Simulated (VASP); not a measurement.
# CsPbCl3 (C2) in VASP: single point with PBEsol

Aim: the single point of CsPbCl3 with PBEsol.

Everything below comes from runs of VASP 6.6.1. Logs are shortened: lines on timing, memory, paths and dates and some standing lists are left out, and cuts for length are marked.

### Step 1. The cell of the first run

Symmetry: C2, No. 5, monoclinic system. Conventional cell: a = 8.050 Å, b = 8.006 Å, c = 5.677 Å, α = 90.00°, β = 90.44°, γ = 90.00°. Within 5.0 Å of Cs (site symmetry 2) lie 12 Cl at 3.78 to 4.23 Å and 8 Pb at 4.91 to 4.94 Å. Pb (site symmetry 2) has 6 Cl at 2.74 to 2.95 Å within 3.6 Å. Within 3.7 Å of Cl (site symmetry 2) lie 2 Pb at 2.84 Å. Cl (site symmetry 1) has 2 Pb at 2.74 to 2.95 Å within 3.6 Å.

### Step 2. Single point, PBEsol

Contents of INCAR:

```
ALGO = Normal
EDIFF = 1E-6
ENCUT = 520
GGA = PS
ISIF = 2
ISMEAR = 0
LASPH = T
LCHARG = T
LELF = T
LREAL = F
LVHAR = T
LWAVE = F
NBANDS = 30
NELM = 80
PREC = Accurate
SIGMA = 0.05
```

Contents of KPOINTS:

```
k-points
0
Gamma
  6 6 6
```

Contents of POSCAR:

```
CsPbCl3
1.0
    4.0031551156      2.3112226836      3.2955554574
   -4.0031551156      2.3112226836      3.2955554574
    0.0000000000     -4.6224453672      3.2955554574
Cs Pb Cl
1 1 3
Direct
    0.5000000000      0.5000000000      0.5000000000
    0.0000000000      0.0000000000      0.0000000000
    0.5000000000     -0.0001349221      1.0001349221
    0.0186003000      0.9626644779      0.5187352221
    0.9813997000      0.4812647779      0.0373355221
```

Potentials or basis: VASP PAW PBE potentials, release 64 (Cs_sv, Pb_d, Cl).

Launch:

```sh
$ cat potpaw_PBE.64/Cs_sv/POTCAR potpaw_PBE.64/Pb_d/POTCAR potpaw_PBE.64/Cl/POTCAR > POTCAR
$ mpirun -np 1 vasp_std > vasp.out
```

OUTCAR:

```text
EDIFF = 1E-6
   ENCUT = 520
   GGA = PS
   ISIF = 2
   ISMEAR = 0
   LASPH = T
   LREAL = F
   NELM = 80
   PREC = Accurate

 ion  position               nearest neighbor table
   1  0.500  0.500  0.500-
   2  0.000  0.000  0.000-   5 2.74   4 2.74   3 2.84   3 2.84   5 2.95   4 2.95
   3  0.500  1.000  0.000-   2 2.84   2 2.84
   4  0.019  0.963  0.519-   2 2.74   2 2.95
   5  0.981  0.481  0.037-   2 2.74   2 2.95

  LATTYP: Found a trigonal (rhomboedric) cell.
 ALAT       =     5.6769434510
 COS(alpha) =     0.0054979182

  Lattice vectors:

 A1 = (   4.0031551156,   2.3112226836,   3.2955554574)
 A2 = (  -4.0031551156,   2.3112226836,   3.2955554574)
 A3 = (   0.0000000000,  -4.6224453672,   3.2955554574)

Analysis of symmetry for initial positions (statically):
=====================================================================
 Subroutine PRICEL returns:
 Original cell was already a primitive cell.

 Routine SETGRP: Setting up the symmetry group for a
 trigonal (rhombohedral) supercell.

 Subroutine GETGRP returns: Found  2 space group operations
 (whereof  2 operations were pure point group operations)
 out of a pool of 12 trial point group operations.

The static configuration has the point symmetry C_2 .

Analysis of symmetry for dynamics (positions and initial velocities):
=====================================================================
 Subroutine PRICEL returns:
 Original cell was already a primitive cell.

 Routine SETGRP: Setting up the symmetry group for a
 trigonal (rhombohedral) supercell.

 Subroutine GETGRP returns: Found  2 space group operations
 (whereof  2 operations were pure point group operations)
 out of a pool of 12 trial point group operations.

The dynamic configuration has the point symmetry C_2 .

 Subroutine INISYM returns: Found  2 space group operations
 (whereof  2 operations are pure point group operations),
 and found     1 'primitive' translations

----------------------------------------------------------------------------------------

                                     Primitive cell

  volume of cell :     182.9465

  direct lattice vectors                    reciprocal lattice vectors
     4.003155116  2.311222684  3.295555457     0.124901480  0.072111903  0.101146328
    -4.003155116  2.311222684  3.295555457    -0.124901480  0.072111903  0.101146328
     0.000000000 -4.622445367  3.295555457     0.000000000 -0.144223807  0.101146328

  length of vectors
     5.676943451  5.676943451  5.676943451     0.176156425  0.176156425  0.176156425

  position of ions in fractional coordinates (direct lattice)
     0.500000000  0.500000000  0.500000000
     0.000000000  0.000000000  0.000000000
     0.500000000  0.999865078  0.000134922
     0.018600300  0.962664478  0.518735222
     0.981399700  0.481264778  0.037335522

  ion indices of the primitive-cell ions
   primitive index   ion index
                 1           1
                 2           2
                 3           3
                 4           4
                 5           5

----------------------------------------------------------------------------------------

 KPOINTS: k-points

Automatic generation of k-mesh.
 Grid dimensions read from file:
 generate k-points for:    6    6    6

 Generating k-lattice:

  Cartesian coordinates                     Fractional coordinates (reciprocal lattice)
     0.020816913  0.012018651  0.016857721     0.166666667 -0.000000000  0.000000000
    -0.020816913  0.012018651  0.016857721    -0.000000000  0.166666667  0.000000000
     0.000000000 -0.024037301  0.016857721     0.000000000  0.000000000  0.166666667

  Length of vectors
     0.029359404  0.029359404  0.029359404

  Shift w.r.t. Gamma in fractional coordinates (k-lattice)
     0.000000000  0.000000000  0.000000000

 Subroutine IBZKPT returns following result:
 ===========================================

 Found     68 irreducible k-points:

 Following reciprocal coordinates:
            Coordinates               Weight
  0.000000  0.000000  0.000000      1.000000
  0.166667 -0.000000  0.000000      2.000000
 -0.000000  0.166667  0.000000      4.000000
  0.333333  0.000000  0.000000      2.000000
  0.000000  0.333333  0.000000      4.000000
  0.500000 -0.000000 -0.000000      1.000000
[... 16 lines left out ...]
  0.500000  0.333333  0.000000      4.000000
  0.000000  0.500000  0.333333      4.000000
 [... further k-points ...]
   k-points           NKPTS =     68   k-points in BZ     NKDIM =     68   number of bands    NBANDS=     30
   number of dos      NEDOS =    301   number of ions     NIONS =      5
   total plane-waves  NPLWV =  74088
   dimension x,y,z NGX =    42 NGY =   42 NGZ =   42
   dimension x,y,z NGXF=    84 NGYF=   84 NGZF=   84
   ions per type =               1   1   3
   NGX,Y,Z   is equivalent  to a cutoff of  12.30, 12.30, 12.30 a.u.
   NGXF,Y,Z  is equivalent  to a cutoff of  24.60, 24.60, 24.60 a.u.
 SYSTEM =  unknown system
   PREC   = accura    normal or accurate (medium, high low for compatibility)
   ISTART =      0    job   : 0-new  1-cont  2-samecut
   ICHARG =      2    charge: 1-file 2-atom 10-const
   ISPIN  =      1    spin polarized calculation?
   LNONCOLLINEAR =      F non collinear calculations
   LSORBIT =      F    spin-orbit coupling
   LASPH  =      T    aspherical Exc in radial PAW
   ENCUT  =  520.0 eV  38.22 Ry    6.18 a.u.  10.56 10.56 10.56*2*pi/ulx,y,z
   NELM   =     80;   NELMIN=  2; NELMDL= -5     # of ELM steps
   EDIFF  = 0.1E-05   stopping-criterion for ELM
   LREAL  =      F    real-space projection
   EDIFFG = 0.1E-04   stopping-criterion for IOM
   NSW    =      0    number of steps for IOM
   IBRION =     -1    ionic relax: 0-MD 1-quasi-New 2-CG
   NFREE  =      0    steps in history (QN), initial steepest desc. (CG)
   ISIF   =      2    stress and relaxation
   ISYM   =      2    0-nonsym 1-usesym 2-fastsym
   POTIM  = 0.5000    time-step for ionic-motion
   TEBEG  =    0.0;   TEEND  =   0.0 temperature during run
   PSTRESS=    0.0 pullay stress
   NELECT =      44.0000    total number of electrons
   NUPDOWN=      -1.0000    fix difference up-down
   EMIN   =  10.00;   EMAX   =-10.00  energy-range for DOS
   EFERMI =   0.00;   METHOD = LEGACY
   ISMEAR =     0;   SIGMA  =   0.05  broadening in eV -4-tet -1-fermi 0-gaus
   EFERMI_NEDOS =   21; number of points for ismear=-14 and -15
   IALGO  =     38    algorithm
   IMIX   =      4    mixing-type and parameters
     AMIX     =   0.40;   BMIX     =  1.00
     AMIX_MAG =   1.60;   BMIX_MAG =  1.00
  volume/ion in A,a.u.               =      36.59       246.92
  Fermi-wavevector in a.u.,A,eV,Ry     =   1.018086  1.923903 14.102420  1.036499
  Thomas-Fermi vector in A             =   2.151523
   LORBIT       =      0    0 simple, 1 ext, 2 COOP (PROOUT), +10 PAW based schemes
   GGA     = PS    functional components
   LHFCALC =     F    Hartree Fock is set to
   AEXX    =    0.0000 exact exchange contribution
   IVDW    =     0    specifies the selected vdW correction
   LEPSILON=     F    determine dielectric tensor
   LRPA    =     F    only Hartree local field effects (RPA)
 non-spin polarized calculation
 Gauss-broadening in eV      SIGMA  =   0.05
  energy-cutoff  :      520.00
  volume of cell :      182.95
 maximum number of plane-waves:      4950
   NGX = 21   NGY = 21   NGZ = 21

 number of electron      44.0000013 magnetization

 Free energy of the ion-electron system (eV)
  ---------------------------------------------------
  ext. energy  EPLUGINS =         0.00000000
  ---------------------------------------------------
  free energy    TOTEN  =       -18.34886089 eV

  energy without entropy =      -18.34886089  energy(sigma->0) =      -18.34886089

 E-fermi :   1.4333     XC(G=0):  -7.8330

 val. band max:        1.1917901035   @ k =   0.5000   0.5000   0.5000
 cond. band min:       3.2328265390   @ k =   0.5000   0.5000   0.5000
 fundamental gap:      2.0410364355
 Fermi energy:         1.4333076937

 k-point     1 :       0.0000    0.0000    0.0000
  band No.  band energies     occupation
      1     -19.8985      2.00000
      2     -15.3444      2.00000
      3     -15.3422      2.00000
      4     -15.1424      2.00000
      5     -15.1400      2.00000
      6     -15.1335      2.00000
[... 22 lines left out ...]
     29       7.2626      0.00000
     30       7.2808      0.00000

 k-point     2 :       0.1667   -0.0000    0.0000
  band No.  band energies     occupation
      1     -19.8980      2.00000
      2     -15.3443      2.00000
      3     -15.3211      2.00000
      4     -15.1427      2.00000
      5     -15.1400      2.00000
      6     -15.1338      2.00000
[... 22 lines left out ...]
     29       6.8311      0.00000
     30       7.3360      0.00000

 k-point     3 :      -0.0000    0.1667    0.0000
  band No.  band energies     occupation
      1     -19.8980      2.00000
      2     -15.3428      2.00000
      3     -15.3239      2.00000
      4     -15.1426      2.00000
      5     -15.1406      2.00000
      6     -15.1337      2.00000
[... 22 lines left out ...]
     29       6.8685      0.00000
     30       7.3713      0.00000

 k-point     4 :       0.3333    0.0000    0.0000
  band No.  band energies     occupation
      1     -19.8971      2.00000
      2     -15.3442      2.00000
      3     -15.2779      2.00000
      4     -15.1433      2.00000
      5     -15.1400      2.00000
      6     -15.1344      2.00000
[... 616 lines left out ...]
     29       7.2863      0.00000
     30       7.5725      0.00000

 k-point    23 :       0.5000    0.3333    0.0000
  band No.  band energies     occupation
      1     -19.8955      2.00000
      2     -15.3112      2.00000
      3     -15.2215      2.00000
      4     -15.1442      2.00000
      5     -15.1417      2.00000
      6     -15.1352      2.00000
[... 22 lines left out ...]
     29       7.4881      0.00000
     30       7.6037      0.00000

 k-point    24 :       0.0000    0.5000    0.3333
  band No.  band energies     occupation
      1     -19.8956      2.00000
      2     -15.3089      2.00000
      3     -15.2287      2.00000
      4     -15.1449      2.00000
      5     -15.1436      2.00000
      6     -15.1347      2.00000
[... 22 lines left out ...]
     29       7.4782      0.00000
     30       7.6134      0.00000

 [... further k-points ...]

------------------------ aborting loop because EDIFF is reached ----------------------------------------

  FORCE on cell =-STRESS in cart. coord.  units (eV):
  Direction    XX          YY          ZZ          XY          YZ          ZX
  --------------------------------------------------------------------------------------
  -------------------------------------------------------------------------------------
  Total       -0.7113953     -0.6819050     -0.7492481     -0.0255393     -0.0125472     -0.0217324
  in kB       -6.2301351     -5.9718703     -6.5616359     -0.2236638     -0.1098839     -0.1903247
  external PRESSURE =      -6.2545471 kB  Pullay stress =       0.0000000 kB

 VOLUME and BASIS-vectors are now :
 -----------------------------------------------------------------------------
  energy-cutoff  :      520.00
  volume of cell :      182.95
      direct lattice vectors                 reciprocal lattice vectors
     4.003155116  2.311222684  3.295555457     0.124901480  0.072111903  0.101146328
    -4.003155116  2.311222684  3.295555457    -0.124901480  0.072111903  0.101146328
     0.000000000 -4.622445367  3.295555457     0.000000000 -0.144223807  0.101146328

 POSITION                                       TOTAL-FORCE (eV/Angst)
 -----------------------------------------------------------------------------------
      0.00000      0.00000      4.94333        -0.014725      0.025505      0.000000
      0.00000      0.00000      0.00000         0.139714     -0.241992      0.000000
     -2.00104      3.46590      4.94333        -0.000761      0.001318      0.000000
     -3.77924     -0.12990      4.94333        -0.024628      0.129227     -0.084032
      2.00212      3.20796      4.94333        -0.099600      0.085942      0.084032
 -----------------------------------------------------------------------------------
    total drift:                                0.000235     -0.000408     -0.000000

  FREE ENERGIE OF THE ION-ELECTRON SYSTEM (eV)
  ---------------------------------------------------
  free  energy   TOTEN  =       -18.3488608907 eV

  energy  without entropy=      -18.3488608907  energy(sigma->0) =      -18.34886089
```

Wall time 10 min (1 thread of Intel Xeon 8259CL, shared host); peak memory 0.49 GiB.

Results:

- Free energy: -18.3489 eV
- Pressure: -0.6 GPa
- Largest force: 0.279 eV/Å
- Band gap on the k mesh: 2.04 eV

Forces on the atoms (eV/Å):
```
Cs  -0.015  0.026  0.000
Pb   0.140 -0.242  0.000
Cl  -0.001  0.001  0.000
Cl  -0.025  0.129 -0.084
Cl  -0.100  0.086  0.084
```

Levels at points of the mesh, in eV from the valence-band top:
| k point | band 18 | band 19 | band 20 | band 21 | band 22 | band 23 | band 24 | band 25 | band 26 | band 27 |
| --- | --- | --- | --- | --- | --- | --- | --- | --- | --- | --- |
| (0.00, 0.00, 0.00) | -2.32 | -2.29 | -2.22 | -2.20 | -2.20 | 3.45 | 4.52 | 4.52 | 5.19 | 5.38 |
| (0.50, 0.00, 0.00) | -2.41 | -2.33 | -2.32 | -2.27 | -1.48 | 3.02 | 4.81 | 4.92 | 5.36 | 5.36 |
| (0.00, 0.50, 0.00) | -2.44 | -2.33 | -2.30 | -2.29 | -1.50 | 3.09 | 4.84 | 5.26 | 5.32 | 5.42 |
| (0.50, 0.50, 0.00) | -2.51 | -2.47 | -2.41 | -1.91 | -0.72 | 2.58 | 2.63 | 4.89 | 5.52 | 5.83 |
| (0.00, 0.50, 0.50) | -2.50 | -2.47 | -2.37 | -1.93 | -0.75 | 2.61 | 2.72 | 4.97 | 5.54 | 5.87 |
| (0.50, 0.50, 0.50) | -2.45 | -1.95 | -1.90 | -1.89 | 0.00 | 2.04 | 2.05 | 2.18 | 5.27 | 5.75 |

Caveat: the cell differs from its parent crystal (all Cl atoms moved -0.150 Å, as atom 3 towards its neighbour atom 1 (Cs) at 3.854 Å); the PAW data sets were made with another functional, which shifts forces and pressure a little; spin-orbit coupling is left out, which moves the levels of the heavy elements. A k mesh can miss the band edges.
